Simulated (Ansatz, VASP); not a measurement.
# Au: VASP beside Ansatz

File INCAR:

```
SYSTEM = Au
PREC = Accurate
ENCUT = 600
EDIFF = 1E-6
ISMEAR = -1
SIGMA = 0.05
LREAL = .FALSE.
LASPH = .TRUE.
NELM = 80
ALGO = Normal
ISIF = 3
LWAVE = .FALSE.
LCHARG = .FALSE.
GGA = PE
IBRION = 2
NSW = 60
EDIFFG = -0.005
```

File KPOINTS:

```
regular mesh
0
G
  18 18 18
  0 0 0
```

The input POSCAR:

```
Au
1.0
    0.0000000000      2.0782718017      2.0782718017
    2.0782718017      0.0000000000      2.0782718017
    2.0782718017      2.0782718017      0.0000000000
Au
1
Direct
    0.0000000000      0.0000000000      0.0000000000
```

Input for Ansatz:

```yaml
crystal:
  lattice:
    - [0.0, 2.0782718017, 2.0782718017]
    - [2.0782718017, 0.0, 2.0782718017]
    - [2.0782718017, 2.0782718017, 0.0]
  atoms:
    - { symbol: Au, position: [0.0, 0.0, 0.0] }
kpoints:
  mp_grid: { grid: [18, 18, 18] }
scf:
  occupations: { method: fermi_dirac, width: 0.05 }
hamiltonian:
  xc: pbe
  pseudopotentials: { kind: paw }
output:
  forces: true
  stress: true
  write_density: true
  write_potential: true
  elf: true
  volumetric_format: npy
relax:
  f_tol: 0.005
  max_steps: 40
  cell: {}
```

Alike in both runs: task relaxation of cell and atoms; functional PBE; k mesh 18 × 18 × 18; occupations fermi-dirac, width 0.05 eV; no spin polarisation.

|  | VASP | Ansatz |
| --- | --- | --- |
| version | VASP 6.6.1 | Ansatz 0.2.0 |
| potentials or method | VASP PAW PBE potentials, release 64 (Au) | PAW with Ansatz's default frozen-core files, scalar-relativistic |
| plane-wave cutoff (eV) | 600 | 420 |
| valence electrons in the cell | 11 | 19 |

```csv
,VASP,Ansatz,Ansatz less VASP
relaxed volume (Å³/atom),17.95,17.97,+0.018
relaxed cell length with the largest relative difference (Å),2.939,2.940,+0.0010
```

VASP's potentials hold 11 valence electrons a cell and Ansatz's 19, so a difference there can come from the potentials and not from the codes.

Spin-orbit coupling is off throughout. Noted on VASP's run: the relaxation stopped at its first step, so nothing moved.
